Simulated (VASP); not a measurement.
**Ga3Se: single point with r2SCAN**

The system is Ga3Se.

```
Ga Se
1.0
     4.43246    0.00000    0.00000
     0.00000    4.43246    0.00000
     0.00000    0.00000    4.43246
Ga Se
3 1
Direct
  0.00000 0.50000 0.50000
  0.50000 0.00000 0.50000
  0.50000 0.50000 0.00000
  0.00000 0.00000 0.00000
```

```json
{"Program": "VASP 6.6.1", "Task": "single point", "Functional": "r2SCAN", "Potentials or basis": "VASP PAW PBE potentials, release 64 (Ga_d, Se)", "Cutoff": "520 eV", "k mesh": "4 × 4 × 4", "Occupations": "gaussian, width 0.1 eV", "Spin": "no spin polarisation", "Dipole correction": "no", "Further INCAR settings": "ALGO = Normal; EDIFF = 1e-06; NBANDS = 30"}
```

```json
{"Pressure": "-1.2 GPa", "Band gap on the k mesh": "zero (an odd number of electrons rules out a gap without spin polarisation)"}
```

Levels at points of the mesh, in eV from the Fermi level:
| k point | band 19 | band 20 | band 21 | band 22 | band 23 | band 24 | band 25 | band 26 | band 27 | band 28 |
| --- | --- | --- | --- | --- | --- | --- | --- | --- | --- | --- |
| (0.00, 0.00, 0.00) | -3.93 | -3.93 | -2.86 | -2.86 | 1.62 | 1.62 | 1.62 | 4.64 | 4.64 | 4.64 |
| (0.50, 0.00, 0.00) | -2.96 | -2.96 | -2.19 | -1.13 | -0.29 | -0.29 | 1.41 | 4.23 | 4.40 | 4.40 |
| (0.50, 0.50, 0.00) | -6.71 | -2.31 | -0.74 | -0.74 | -0.64 | 1.43 | 1.79 | 1.79 | 1.88 | 5.62 |
| (0.50, 0.50, 0.50) | -5.27 | -5.05 | -5.05 | -5.05 | -3.75 | 4.20 | 4.20 | 4.20 | 8.88 | 8.88 |

Run time: 4.6 min on 1 thread of AMD EPYC 7R13, with other jobs on the host, peak memory 0.19 GiB.

Caveat: the PAW data sets were made with another functional, which shifts forces and pressure a little.
